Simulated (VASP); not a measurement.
# H11NO4 in VASP: single point with PBE+D3(BJ)

Aim: the single point of H11NO4 with PBE+D3(BJ).

All numbers are computed with VASP 6.6.1; they aren't measurements. Logs are shortened: lines on timing, memory, paths and dates and some standing lists are left out, and cuts for length are marked.

## Step 1: The cell of the first run

The cell holds a disordered packing, 16 atoms: a = 5.231 Å, b = 5.231 Å, c = 5.231 Å, α = 90.00°, β = 90.00°, γ = 90.00°.

## Step 2: Single point, PBE+D3(BJ)

The input, INCAR:

```
ALGO = Normal
EDIFF = 1E-6
ENCUT = 1000
GGA = PE
GGA_COMPAT = F
ISIF = 2
ISMEAR = -1
IVDW = 12
LASPH = T
LCHARG = F
LREAL = Auto
LWAVE = F
NBANDS = 34
NELM = 120
PREC = Accurate
SIGMA = 0.05
```

The input, KPOINTS:

```
k-points
0
Gamma
  1 1 1
```

The input, POSCAR:

```
H11NO4
1.0
    5.2305400000      0.0000000000      0.0000000000
    0.0000000000      5.2305400000      0.0000000000
    0.0000000000      0.0000000000      5.2305400000
O H N
4 11 1
Direct
    0.0343982216      0.6726307630      0.1594616038
    0.5713639657      0.4491203045      0.4393576409
    0.3894125216      0.7859968868      0.7921756558
    0.1688351693      0.1294007753      0.4335020257
    0.1614955073      0.6955541972      0.0185514037
    0.0999501209      0.5304313599      0.2615557687
    0.4393616146      0.3207010461      0.3964165579
    0.6536549732      0.5130885286      0.2850800643
    0.3121794187      0.9181831721      0.6811943753
    0.4534879201      0.6612734300      0.6637363292
    0.0388208124      0.1388801862      0.5865908458
    0.1218036808     -0.0254407451      0.3365225251
    0.7319827054      0.0018106388     -0.1487610539
    0.9286501246      0.1947338852      0.0041175741
    0.7466047103      0.3054887426     -0.2290315628
    0.8543118335      0.1531491286     -0.1712464536
```

Potentials or basis: VASP PAW PBE potentials, release 64 (O_h, H_h, N_h).

Run with:

```bash
> cat potpaw_PBE.64/O_h/POTCAR potpaw_PBE.64/H_h/POTCAR potpaw_PBE.64/N_h/POTCAR > POTCAR
> mpirun -np 1 vasp_gam > vasp.out
```

OUTCAR:

```text
EDIFF = 1E-6
   ENCUT = 1000
   GGA = PE
   ISIF = 2
   ISMEAR = -1
   IVDW = 12
   LASPH = T
   LREAL = Auto
   NELM = 120
   PREC = Accurate
 IVDW          = 12

 ion  position               nearest neighbor table
   1  0.034  0.673  0.159-   6 0.98   5 1.00
   2  0.571  0.449  0.439-   8 0.97   7 0.99
   3  0.389  0.786  0.792-   9 0.99  10 0.99
   4  0.169  0.129  0.434-  12 0.99  11 1.05
   5  0.161  0.696  0.019-   1 1.00
   6  0.100  0.530  0.262-   1 0.98
   7  0.439  0.321  0.396-   2 0.99
   8  0.654  0.513  0.285-   2 0.97
   9  0.312  0.918  0.681-   3 0.99
  10  0.453  0.661  0.664-   3 0.99
  11  0.039  0.139  0.587-   4 1.05
  12  0.122  0.975  0.337-   4 0.99
  13  0.732  0.002  0.851-  16 1.02
  14  0.929  0.195  0.004-  16 1.02
  15  0.747  0.305  0.771-  16 1.02
  16  0.854  0.153  0.829-  14 1.02  15 1.02  13 1.02

  LATTYP: Found a simple cubic cell.
 ALAT       =     5.2305400000

  Lattice vectors:

 A1 = (   5.2305400000,   0.0000000000,   0.0000000000)
 A2 = (   0.0000000000,   5.2305400000,   0.0000000000)
 A3 = (   0.0000000000,   0.0000000000,   5.2305400000)

Analysis of symmetry for initial positions (statically):
=====================================================================
 Subroutine PRICEL returns:
 Original cell was already a primitive cell.

 Routine SETGRP: Setting up the symmetry group for a
 simple cubic supercell.

 Subroutine GETGRP returns: Found  1 space group operations
 (whereof  1 operations were pure point group operations)
 out of a pool of 48 trial point group operations.

The static configuration has the point symmetry C_1 .

Analysis of symmetry for dynamics (positions and initial velocities):
=====================================================================
 Subroutine PRICEL returns:
 Original cell was already a primitive cell.

 Routine SETGRP: Setting up the symmetry group for a
 simple cubic supercell.

 Subroutine GETGRP returns: Found  1 space group operations
 (whereof  1 operations were pure point group operations)
 out of a pool of 48 trial point group operations.

The dynamic configuration has the point symmetry C_1 .

 Subroutine INISYM returns: Found  1 space group operations
 (whereof  1 operations are pure point group operations),
 and found     1 'primitive' translations

----------------------------------------------------------------------------------------

                                     Primitive cell

  volume of cell :     143.1000

  direct lattice vectors                    reciprocal lattice vectors
     5.230540000  0.000000000  0.000000000     0.191184849  0.000000000  0.000000000
     0.000000000  5.230540000  0.000000000     0.000000000  0.191184849  0.000000000
     0.000000000  0.000000000  5.230540000     0.000000000  0.000000000  0.191184849

  length of vectors
     5.230540000  5.230540000  5.230540000     0.191184849  0.191184849  0.191184849

  position of ions in fractional coordinates (direct lattice)
     0.034398222  0.672630763  0.159461604
     0.571363966  0.449120304  0.439357641
     0.389412522  0.785996887  0.792175656
     0.168835169  0.129400775  0.433502026
     0.161495507  0.695554197  0.018551404
     0.099950121  0.530431360  0.261555769
     0.439361615  0.320701046  0.396416558
     0.653654973  0.513088529  0.285080064
     0.312179419  0.918183172  0.681194375
     0.453487920  0.661273430  0.663736329
     0.038820812  0.138880186  0.586590846
     0.121803681  0.974559255  0.336522525
     0.731982705  0.001810639  0.851238946
     0.928650125  0.194733885  0.004117574
     0.746604710  0.305488743  0.770968437
     0.854311833  0.153149129  0.828753546

  ion indices of the primitive-cell ions
   primitive index   ion index
                 1           1
                 2           2
                 3           3
                 4           4
                 5           5
                 6           6
                 7           7
                 8           8
                 9           9
                10          10
                11          11
                12          12
                13          13
                14          14
                15          15
                16          16

----------------------------------------------------------------------------------------

 KPOINTS: k-points

Automatic generation of k-mesh.
 Grid dimensions read from file:
 generate k-points for:    1    1    1

 Generating k-lattice:

  Cartesian coordinates                     Fractional coordinates (reciprocal lattice)
     0.191184849  0.000000000  0.000000000     1.000000000  0.000000000  0.000000000
     0.000000000  0.191184849  0.000000000     0.000000000  1.000000000  0.000000000
     0.000000000  0.000000000  0.191184849     0.000000000  0.000000000  1.000000000

  Length of vectors
     0.191184849  0.191184849  0.191184849

  Shift w.r.t. Gamma in fractional coordinates (k-lattice)
     0.000000000  0.000000000  0.000000000

 Subroutine IBZKPT returns following result:
 ===========================================

 Found      1 irreducible k-points:

 Following reciprocal coordinates:
            Coordinates               Weight
  0.000000  0.000000  0.000000      1.000000
   k-points           NKPTS =      1   k-points in BZ     NKDIM =      1   number of bands    NBANDS=     34
   number of dos      NEDOS =    301   number of ions     NIONS =     16
   total plane-waves  NPLWV = 157464
   dimension x,y,z NGX =    54 NGY =   54 NGZ =   54
   dimension x,y,z NGXF=   108 NGYF=  108 NGZF=  108
   ions per type =               4  11   1
   NGX,Y,Z   is equivalent  to a cutoff of  17.16, 17.16, 17.16 a.u.
   NGXF,Y,Z  is equivalent  to a cutoff of  34.33, 34.33, 34.33 a.u.
 SYSTEM =  unknown system
   PREC   = accura    normal or accurate (medium, high low for compatibility)
   ISTART =      0    job   : 0-new  1-cont  2-samecut
   ICHARG =      2    charge: 1-file 2-atom 10-const
   ISPIN  =      1    spin polarized calculation?
   LNONCOLLINEAR =      F non collinear calculations
   LSORBIT =      F    spin-orbit coupling
   LASPH  =      T    aspherical Exc in radial PAW
   ENCUT  = 1000.0 eV  73.50 Ry    8.57 a.u.  13.49 13.49 13.49*2*pi/ulx,y,z
   NELM   =    120;   NELMIN=  2; NELMDL= -5     # of ELM steps
   EDIFF  = 0.1E-05   stopping-criterion for ELM
   LREAL  =      T    real-space projection
   EDIFFG = 0.1E-04   stopping-criterion for IOM
   NSW    =      0    number of steps for IOM
   IBRION =     -1    ionic relax: 0-MD 1-quasi-New 2-CG
   NFREE  =      0    steps in history (QN), initial steepest desc. (CG)
   ISIF   =      2    stress and relaxation
   ISYM   =      2    0-nonsym 1-usesym 2-fastsym
   POTIM  = 0.5000    time-step for ionic-motion
   TEBEG  =    0.0;   TEEND  =   0.0 temperature during run
   PSTRESS=    0.0 pullay stress
   NELECT =      40.0000    total number of electrons
   NUPDOWN=      -1.0000    fix difference up-down
   EMIN   =  10.00;   EMAX   =-10.00  energy-range for DOS
   EFERMI =   0.00;   METHOD = LEGACY
   ISMEAR =    -1;   SIGMA  =   0.05  broadening in eV -4-tet -1-fermi 0-gaus
   EFERMI_NEDOS =   21; number of points for ismear=-14 and -15
   IALGO  =     38    algorithm
   IMIX   =      4    mixing-type and parameters
     AMIX     =   0.40;   BMIX     =  1.00
     AMIX_MAG =   1.60;   BMIX_MAG =  1.00
  volume/ion in A,a.u.               =       8.94        60.36
  Fermi-wavevector in a.u.,A,eV,Ry     =   1.070405  2.022773 15.589117  1.145768
  Thomas-Fermi vector in A             =   2.206114
   LORBIT       =      0    0 simple, 1 ext, 2 COOP (PROOUT), +10 PAW based schemes
   GGA     = PE    functional components
   LHFCALC =     F    Hartree Fock is set to
   AEXX    =    0.0000 exact exchange contribution
   IVDW    =    12    specifies the selected vdW correction
   LEPSILON=     F    determine dielectric tensor
   LRPA    =     F    only Hartree local field effects (RPA)
 non-spin polarized calculation
  energy-cutoff  :     1000.00
  volume of cell :      143.10
 maximum number of plane-waves:      5126
 NGX is ok and might be reduce to    54
   NGX = 27   NGY = 27   NGZ = 27

 number of electron      40.0000001 magnetization

 Free energy of the ion-electron system (eV)
  ---------------------------------------------------
  ext. energy  EPLUGINS =         0.00000000
  ---------------------------------------------------
  free energy    TOTEN  =       -78.73655944 eV

  energy without entropy =      -78.73655944  energy(sigma->0) =      -78.73655944

 E-fermi :  -1.5547     XC(G=0):  -7.1438

 val. band max:       -2.8436914518   @ k =   0.0000   0.0000   0.0000
 cond. band min:       1.8733417900   @ k =   0.0000   0.0000   0.0000
 fundamental gap:      4.7170332418
 Fermi energy:        -1.5547445061

 k-point     1 :       0.0000    0.0000    0.0000
  band No.  band energies     occupation
      1     -21.7688      2.00000
      2     -21.2592      2.00000
      3     -20.9593      2.00000
      4     -20.7338      2.00000
      5     -17.5639      2.00000
      6      -9.7533      2.00000
      7      -9.2892      2.00000
      8      -9.0042      2.00000
      9      -8.7279      2.00000
     10      -7.7932      2.00000
     11      -7.5904      2.00000
     12      -6.6665      2.00000
     13      -5.7596      2.00000
     14      -5.6002      2.00000
     15      -5.0409      2.00000
     16      -3.8771      2.00000
     17      -3.5612      2.00000
     18      -3.4819      2.00000
     19      -3.3910      2.00000
     20      -2.8437      2.00000
     21       1.8733      0.00000
     22       5.8432      0.00000
     23       5.9931      0.00000
     24       6.4901      0.00000
     25       7.2642      0.00000
     26       7.4162      0.00000
     27       8.2895      0.00000
     28       8.5860      0.00000
     29       8.6224      0.00000
     30       9.0506      0.00000
     31       9.4789      0.00000
     32       9.6396      0.00000
 [bands above 32 left out]

------------------------ aborting loop because EDIFF is reached ----------------------------------------

 Edisp (eV)   -0.60721

 E8    (eV) :    -0.1236

  FORCE on cell =-STRESS in cart. coord.  units (eV):
  Direction    XX          YY          ZZ          XY          YZ          ZX
  --------------------------------------------------------------------------------------
  -------------------------------------------------------------------------------------
  Total       0.49088    -0.23083    -0.82473    -0.68913     0.33170     0.63729
  in kB       5.49600    -2.58439    -9.23382    -7.71562     3.71375     7.13524
  external pressure =       -2.11 kB  Pullay stress =        0.00 kB

 VOLUME and BASIS-vectors are now :
 -----------------------------------------------------------------------------
  energy-cutoff  :     1000.00
  volume of cell :      143.10
      direct lattice vectors                 reciprocal lattice vectors
     5.230540000  0.000000000  0.000000000     0.191184849  0.000000000  0.000000000
     0.000000000  5.230540000  0.000000000     0.000000000  0.191184849  0.000000000
     0.000000000  0.000000000  5.230540000     0.000000000  0.000000000  0.191184849

 POSITION                                       TOTAL-FORCE (eV/Angst)
 -----------------------------------------------------------------------------------
      0.17992      3.51822      0.83407         0.040024      0.007890      0.005602
      2.98854      2.34914      2.29808         0.058418      0.103599      0.017186
      2.03684      4.11119      4.14351        -0.065285      0.003272     -0.151968
      0.88310      0.67684      2.26745        -0.113665      0.026940      0.169359
      0.84471      3.63812      0.09703        -0.038119     -0.003844      0.016055
      0.52279      2.77444      1.36808         0.012111     -0.012929     -0.026908
      2.29810      1.67744      2.07347        -0.051422     -0.085662     -0.006683
      3.41897      2.68373      1.49112        -0.029633     -0.012073      0.001698
      1.63287      4.80259      3.56301         0.101314     -0.017493      0.092167
      2.37199      3.45882      3.47170         0.014063      0.014850      0.069951
      0.20305      0.72642      3.06819         0.065983      0.025233     -0.062543
      0.63710      5.09747      1.76019        -0.031065     -0.055432     -0.099260
      3.82866      0.00947      4.45244        -0.023635     -0.007112     -0.034234
      4.85734      1.01856      0.02154         0.038467      0.001704      0.021894
      3.90515      1.59787      4.03258        -0.000295     -0.038392     -0.016458
      4.46851      0.80105      4.33483         0.022739      0.049448      0.004141
 -----------------------------------------------------------------------------------
    total drift:                               -0.000502      0.000070     -0.000718

  FREE ENERGIE OF THE ION-ELECTRON SYSTEM (eV)
  ---------------------------------------------------
  free  energy   TOTEN  =       -79.3437652049 eV

  energy  without entropy=      -79.3437652049  energy(sigma->0) =      -79.34376520
```

It took 28 s on 1 thread of AMD EPYC 7R13 (Zen 3), shared host; peak memory 0.32 GiB.

Results:

```yaml
Free_energy: -79.3438 eV
Pressure: -0.2 GPa
Largest_force: 0.206 eV/Å
Dispersion_energy_per_atom: -0.038 eV
```

Forces on the atoms (eV/Å):
```
O    0.040  0.008  0.006
O    0.058  0.104  0.017
O   -0.065  0.003 -0.152
O   -0.114  0.027  0.169
H   -0.038 -0.004  0.016
H    0.012 -0.013 -0.027
H   -0.051 -0.086 -0.007
H   -0.030 -0.012  0.002
H    0.101 -0.017  0.092
H    0.014  0.015  0.070
H    0.066  0.025 -0.063
H   -0.031 -0.055 -0.099
H   -0.024 -0.007 -0.034
H    0.038  0.002  0.022
H    0.000 -0.038 -0.016
N    0.023  0.049  0.004
```

Levels at points of the mesh, in eV from the Fermi level:
```tsv
k point	band 18	band 19	band 20	band 21	band 22	band 23
(0.00, 0.00, 0.00)	-1.93	-1.84	-1.29	3.43	7.40	7.55
```

Caveat: the k points lie up to 1.20 Å⁻¹ apart, too coarse for converged energies, forces and pressures.
